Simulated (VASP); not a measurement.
# CaF2 (Fm-3m) in VASP: single point with PBE

Aim: the single point of CaF2 with PBE.

All numbers are computed with VASP 6.6.1; they aren't measurements. Logs are shortened: lines on timing, memory, paths and dates and some standing lists are left out, and cuts for length are marked.

## 1. The cell of the first run

It takes space group Fm-3m (No. 225, cubic). Conventional cell: a = 5.463 Å, b = 5.463 Å, c = 5.463 Å, α = 90.00°, β = 90.00°, γ = 90.00°. Ca (site symmetry m-3m) has 8 F at 2.37 Å within 3.1 Å. Within 3.1 Å of F (site symmetry -43m) lie 4 Ca at 2.37 Å and 6 F at 2.73 Å.

## 2. Single point, PBE

INCAR

```
PREC = Accurate
ENCUT = 600
EDIFF = 1E-6
ISMEAR = -1
SIGMA = 0.01
LREAL = F
LASPH = T
NELM = 120
ALGO = Normal
ISIF = 2
LWAVE = F
LCHARG = T
GGA = PE
LELF = T
LVHAR = T
NBANDS = 19
GGA_COMPAT = F
```

KPOINTS

```
regular mesh
0
Gamma
  6 6 6
```

POSCAR

```
CaF2
1.0
    0.0000000000      2.7312500000      2.7312500000
    2.7312500000      0.0000000000      2.7312500000
    2.7312500000      2.7312500000      0.0000000000
Ca F
1 2
Direct
    0.0000000000      0.0000000000      0.0000000000
    0.2500000000      0.2500000000      0.2500000000
    0.7500000000      0.7500000000      0.7500000000
```

Potentials or basis: VASP PAW PBE potentials, release 64 (Ca_sv, F).

Run with:

```bash
$ cat potpaw_PBE.64/Ca_sv/POTCAR potpaw_PBE.64/F/POTCAR > POTCAR
$ mpirun -np 1 vasp_std > vasp.out
```

OUTCAR:

```text
PREC = Accurate
   ENCUT = 600
   EDIFF = 1E-6
   ISMEAR = -1
   LREAL = F
   LASPH = T
   NELM = 120
   ISIF = 2
   GGA = PE

 ion  position               nearest neighbor table
   1  0.000  0.000  0.000-   2 2.37   3 2.37   3 2.37   3 2.37   3 2.37   2 2.37   2 2.37   2 2.37

   2  0.250  0.250  0.250-   1 2.37   1 2.37   1 2.37   1 2.37
   3  0.750  0.750  0.750-   1 2.37   1 2.37   1 2.37   1 2.37

  LATTYP: Found a face centered cubic cell.
 ALAT       =     5.4625000000

  Lattice vectors:

 A1 = (   0.0000000000,   2.7312500000,   2.7312500000)
 A2 = (   2.7312500000,   0.0000000000,   2.7312500000)
 A3 = (   2.7312500000,   2.7312500000,   0.0000000000)

Analysis of symmetry for initial positions (statically):
=====================================================================
 Subroutine PRICEL returns:
 Original cell was already a primitive cell.

 Routine SETGRP: Setting up the symmetry group for a
 face centered cubic supercell.

 Subroutine GETGRP returns: Found 48 space group operations
 (whereof 48 operations were pure point group operations)
 out of a pool of 48 trial point group operations.

The static configuration has the point symmetry O_h .

Analysis of symmetry for dynamics (positions and initial velocities):
=====================================================================
 Subroutine PRICEL returns:
 Original cell was already a primitive cell.

 Routine SETGRP: Setting up the symmetry group for a
 face centered cubic supercell.

 Subroutine GETGRP returns: Found 48 space group operations
 (whereof 48 operations were pure point group operations)
 out of a pool of 48 trial point group operations.

The dynamic configuration has the point symmetry O_h .

 Subroutine INISYM returns: Found 48 space group operations
 (whereof 48 operations are pure point group operations),
 and found     1 'primitive' translations

----------------------------------------------------------------------------------------

                                     Primitive cell

  volume of cell :      40.7488

  direct lattice vectors                    reciprocal lattice vectors
     0.000000000  2.731250000  2.731250000    -0.183066362  0.183066362  0.183066362
     2.731250000  0.000000000  2.731250000     0.183066362 -0.183066362  0.183066362
     2.731250000  2.731250000  0.000000000     0.183066362  0.183066362 -0.183066362

  length of vectors
     3.862570792  3.862570792  3.862570792     0.317080239  0.317080239  0.317080239

  position of ions in fractional coordinates (direct lattice)
     0.000000000  0.000000000  0.000000000
     0.250000000  0.250000000  0.250000000
     0.750000000  0.750000000  0.750000000

  ion indices of the primitive-cell ions
   primitive index   ion index
                 1           1
                 2           2
                 3           3

----------------------------------------------------------------------------------------

 KPOINTS: regular mesh

Automatic generation of k-mesh.
 Grid dimensions read from file:
 generate k-points for:    6    6    6

 Generating k-lattice:

  Cartesian coordinates                     Fractional coordinates (reciprocal lattice)
    -0.030511060  0.030511060  0.030511060     0.166666667  0.000000000  0.000000000
     0.030511060 -0.030511060  0.030511060     0.000000000  0.166666667  0.000000000
     0.030511060  0.030511060 -0.030511060     0.000000000  0.000000000  0.166666667

  Length of vectors
     0.052846707  0.052846707  0.052846707

  Shift w.r.t. Gamma in fractional coordinates (k-lattice)
     0.000000000  0.000000000  0.000000000

 Subroutine IBZKPT returns following result:
 ===========================================

 Found     16 irreducible k-points:

 Following reciprocal coordinates:
            Coordinates               Weight
  0.000000  0.000000  0.000000      1.000000
  0.166667  0.000000  0.000000      8.000000
  0.333333  0.000000  0.000000      8.000000
  0.500000  0.000000  0.000000      4.000000
  0.166667  0.166667  0.000000      6.000000
  0.333333  0.166667  0.000000     24.000000
[... 8 lines left out ...]
 -0.333333  0.333333  0.166667     24.000000
 -0.333333  0.500000  0.166667     12.000000
   k-points           NKPTS =     16   k-points in BZ     NKDIM =     16   number of bands    NBANDS=     19
   number of dos      NEDOS =    301   number of ions     NIONS =      3
   total plane-waves  NPLWV =  32768
   dimension x,y,z NGX =    32 NGY =   32 NGZ =   32
   dimension x,y,z NGXF=    64 NGYF=   64 NGZF=   64
   ions per type =               1   2
   NGX,Y,Z   is equivalent  to a cutoff of  13.77, 13.77, 13.77 a.u.
   NGXF,Y,Z  is equivalent  to a cutoff of  27.55, 27.55, 27.55 a.u.
 SYSTEM =  unknown system
   PREC   = accura    normal or accurate (medium, high low for compatibility)
   ISTART =      0    job   : 0-new  1-cont  2-samecut
   ICHARG =      2    charge: 1-file 2-atom 10-const
   ISPIN  =      1    spin polarized calculation?
   LNONCOLLINEAR =      F non collinear calculations
   LSORBIT =      F    spin-orbit coupling
   LASPH  =      T    aspherical Exc in radial PAW
   ENCUT  =  600.0 eV  44.10 Ry    6.64 a.u.   7.71  7.71  7.71*2*pi/ulx,y,z
   NELM   =    120;   NELMIN=  2; NELMDL= -5     # of ELM steps
   EDIFF  = 0.1E-05   stopping-criterion for ELM
   LREAL  =      F    real-space projection
   EDIFFG = 0.1E-04   stopping-criterion for IOM
   NSW    =      0    number of steps for IOM
   IBRION =     -1    ionic relax: 0-MD 1-quasi-New 2-CG
   NFREE  =      0    steps in history (QN), initial steepest desc. (CG)
   ISIF   =      2    stress and relaxation
   ISYM   =      2    0-nonsym 1-usesym 2-fastsym
   POTIM  = 0.5000    time-step for ionic-motion
   TEBEG  =    0.0;   TEEND  =   0.0 temperature during run
   PSTRESS=    0.0 pullay stress
   NELECT =      24.0000    total number of electrons
   NUPDOWN=      -1.0000    fix difference up-down
   EMIN   =  10.00;   EMAX   =-10.00  energy-range for DOS
   EFERMI =   0.00;   METHOD = LEGACY
   ISMEAR =    -1;   SIGMA  =   0.01  broadening in eV -4-tet -1-fermi 0-gaus
   EFERMI_NEDOS =   21; number of points for ismear=-14 and -15
   IALGO  =     38    algorithm
   IMIX   =      4    mixing-type and parameters
     AMIX     =   0.40;   BMIX     =  1.00
     AMIX_MAG =   1.60;   BMIX_MAG =  1.00
  volume/ion in A,a.u.               =      13.58        91.66
  Fermi-wavevector in a.u.,A,eV,Ry     =   1.372273  2.593220 25.621575  1.883133
  Thomas-Fermi vector in A             =   2.497895
   LORBIT       =      0    0 simple, 1 ext, 2 COOP (PROOUT), +10 PAW based schemes
   GGA     = PE    functional components
   LHFCALC =     F    Hartree Fock is set to
   AEXX    =    0.0000 exact exchange contribution
   IVDW    =     0    specifies the selected vdW correction
   LEPSILON=     F    determine dielectric tensor
   LRPA    =     F    only Hartree local field effects (RPA)
 non-spin polarized calculation
  energy-cutoff  :      600.00
  volume of cell :       40.75
 maximum number of plane-waves:      1380
   NGX = 15   NGY = 15   NGZ = 15

 number of electron      23.9999989 magnetization

 Free energy of the ion-electron system (eV)
  ---------------------------------------------------
  ext. energy  EPLUGINS =         0.00000000
  ---------------------------------------------------
  free energy    TOTEN  =       -17.33377220 eV

  energy without entropy =      -17.33377220  energy(sigma->0) =      -17.33377220

 E-fermi :  -0.7517     XC(G=0):  -9.6299

 val. band max:       -0.9731553393   @ k =   0.5000   0.5000   0.0000
 cond. band min:       6.3054763376   @ k =   0.0000   0.0000   0.0000
 fundamental gap:      7.2786316769
 Fermi energy:        -0.7517346748

 k-point     1 :       0.0000    0.0000    0.0000
  band No.  band energies     occupation
      1     -36.9982      2.00000
      2     -20.9072      2.00000
      3     -20.1360      2.00000
      4     -17.9375      2.00000
      5     -17.9375      2.00000
      6     -17.9375      2.00000
[... 11 lines left out ...]
     18      10.2523      0.00000
     19      15.9744      0.00000

 k-point     2 :       0.1667    0.0000    0.0000
  band No.  band energies     occupation
      1     -36.9899      2.00000
      2     -20.9701      2.00000
      3     -20.2081      2.00000
      4     -17.9480      2.00000
      5     -17.9480      2.00000
      6     -17.8197      2.00000
[... 11 lines left out ...]
     18      10.1843      0.00000
     19      14.8375      0.00000

 k-point     3 :       0.3333    0.0000    0.0000
  band No.  band energies     occupation
      1     -36.9732      2.00000
      2     -21.0349      2.00000
      3     -20.4178      2.00000
      4     -17.9688      2.00000
      5     -17.9688      2.00000
      6     -17.5718      2.00000
[... 11 lines left out ...]
     18      10.0487      0.00000
     19      13.2614      0.00000

 k-point     4 :       0.5000    0.0000    0.0000
  band No.  band energies     occupation
      1     -36.9648      2.00000
      2     -21.0290      2.00000
      3     -20.5604      2.00000
      4     -17.9791      2.00000
      5     -17.9791      2.00000
      6     -17.4448      2.00000
[... 11 lines left out ...]
     18       9.9814      0.00000
     19      12.7392      0.00000

 k-point     5 :       0.1667    0.1667    0.0000
  band No.  band energies     occupation
      1     -36.9871      2.00000
      2     -21.0008      2.00000
      3     -20.2140      2.00000
      4     -17.9636      2.00000
      5     -17.9636      2.00000
      6     -17.7640      2.00000
[... 11 lines left out ...]
     18      10.1440      0.00000
     19      15.4860      0.00000

 k-point     6 :       0.3333    0.1667    0.0000
  band No.  band energies     occupation
      1     -36.9732      2.00000
      2     -21.0649      2.00000
      3     -20.3758      2.00000
      4     -17.9870      2.00000
      5     -17.9357      2.00000
      6     -17.5986      2.00000
[... 11 lines left out ...]
     18      10.1910      0.00000
     19      14.2419      0.00000

 k-point     7 :       0.5000    0.1667    0.0000
  band No.  band energies     occupation
      1     -36.9621      2.00000
      2     -21.0131      2.00000
      3     -20.6294      2.00000
      4     -17.9948      2.00000
      5     -17.8668      2.00000
      6     -17.4973      2.00000
[... 11 lines left out ...]
     18      10.9168      0.00000
     19      13.1202      0.00000

 k-point     8 :      -0.3333    0.1667    0.0000
  band No.  band energies     occupation
      1     -36.9649      2.00000
      2     -21.0028      2.00000
      3     -20.6016      2.00000
      4     -17.9794      2.00000
      5     -17.8495      2.00000
      6     -17.5587      2.00000
[... 11 lines left out ...]
     18      10.7437      0.00000
     19      13.4016      0.00000

 k-point     9 :      -0.1667    0.1667    0.0000
  band No.  band energies     occupation
      1     -36.9788      2.00000
      2     -21.0219      2.00000
      3     -20.3423      2.00000
      4     -17.9559      2.00000
      5     -17.9131      2.00000
      6     -17.7072      2.00000
[... 11 lines left out ...]
     18      10.2032      0.00000
     19      14.3807      0.00000

 k-point    10 :       0.3333    0.3333    0.0000
  band No.  band energies     occupation
      1     -36.9649      2.00000
      2     -21.1638      2.00000
      3     -20.3649      2.00000
      4     -18.0155      2.00000
      5     -18.0155      2.00000
      6     -17.4325      2.00000
[... 11 lines left out ...]
     18       9.9648      0.00000
     19      15.5005      0.00000

 k-point    11 :       0.5000    0.3333    0.0000
  band No.  band energies     occupation
      1     -36.9566      2.00000
      2     -21.1413      2.00000
      3     -20.5425      2.00000
      4     -18.0259      2.00000
      5     -17.9264      2.00000
      6     -17.3831      2.00000
[... 11 lines left out ...]
     18      11.7359      0.00000
     19      14.3815      0.00000

 k-point    12 :      -0.3333    0.3333    0.0000
  band No.  band energies     occupation
      1     -36.9566      2.00000
      2     -20.9215      2.00000
      3     -20.8182      2.00000
      4     -18.0079      2.00000
      5     -17.7242      2.00000
      6     -17.5470      2.00000
[... 11 lines left out ...]
     18      12.3711      0.00000
     19      14.1631      0.00000

 k-point    13 :       0.5000    0.5000    0.0000
  band No.  band energies     occupation
      1     -36.9538      2.00000
      2     -21.2361      2.00000
      3     -20.4380      2.00000
      4     -18.0414      2.00000
      5     -18.0414      2.00000
      6     -17.2712      2.00000
[... 11 lines left out ...]
     18      12.3167      0.00000
     19      13.8388      0.00000

 k-point    14 :       0.5000    0.3333    0.1667
  band No.  band energies     occupation
      1     -36.9621      2.00000
      2     -21.0570      2.00000
      3     -20.5749      2.00000
      4     -18.0073      2.00000
      5     -17.8343      2.00000
      6     -17.5278      2.00000
[... 11 lines left out ...]
     18      11.0023      0.00000
     19      14.3126      0.00000

 k-point    15 :      -0.3333    0.3333    0.1667
  band No.  band energies     occupation
      1     -36.9566      2.00000
      2     -20.9255      2.00000
      3     -20.8138      2.00000
      4     -18.0217      2.00000
      5     -17.6901      2.00000
      6     -17.5679      2.00000
[... 11 lines left out ...]
     18      12.2927      0.00000
     19      13.5958      0.00000

 k-point    16 :      -0.3333    0.5000    0.1667
  band No.  band energies     occupation
      1     -36.9538      2.00000
      2     -21.0712      2.00000
      3     -20.6818      2.00000
      4     -18.0431      2.00000
      5     -17.8034      2.00000
      6     -17.4279      2.00000
[... 11 lines left out ...]
     18      13.5617      0.00000
     19      13.6084      0.00000

------------------------ aborting loop because EDIFF is reached ----------------------------------------

  FORCE on cell =-STRESS in cart. coord.  units (eV):
  Direction    XX          YY          ZZ          XY          YZ          ZX
  --------------------------------------------------------------------------------------
  -------------------------------------------------------------------------------------
  Total        0.6108383      0.6108383      0.6108383      0.0000000      0.0000000     -0.0000000
  in kB       24.0172049     24.0172049     24.0172049      0.0000000      0.0000000     -0.0000000
  external PRESSURE =      24.0172049 kB  Pullay stress =       0.0000000 kB

 VOLUME and BASIS-vectors are now :
 -----------------------------------------------------------------------------
  energy-cutoff  :      600.00
  volume of cell :       40.75
      direct lattice vectors                 reciprocal lattice vectors
     0.000000000  2.731250000  2.731250000    -0.183066362  0.183066362  0.183066362
     2.731250000  0.000000000  2.731250000     0.183066362 -0.183066362  0.183066362
     2.731250000  2.731250000  0.000000000     0.183066362  0.183066362 -0.183066362

 POSITION                                       TOTAL-FORCE (eV/Angst)
 -----------------------------------------------------------------------------------
      0.00000      0.00000      0.00000         0.000000     -0.000000      0.000000
      1.36563      1.36563      1.36563        -0.000000     -0.000000     -0.000000
      4.09688      4.09688      4.09688         0.000000      0.000000      0.000000
 -----------------------------------------------------------------------------------
    total drift:                                0.000000     -0.000000      0.000000

  FREE ENERGIE OF THE ION-ELECTRON SYSTEM (eV)
  ---------------------------------------------------
  free  energy   TOTEN  =       -17.3337721969 eV

  energy  without entropy=      -17.3337721969  energy(sigma->0) =      -17.33377220
```

Run time: 19 s. Hardware: 1 thread of AMD EPYC 7R43 (Zen 3), shared host; peak memory 0.14 GiB.

Results:

```
Free energy            : -17.3338 eV
Pressure               : 2.4 GPa
Band gap on the k mesh : 7.28 eV (least direct gap 7.53 eV)
```

A k mesh can miss the band edges.
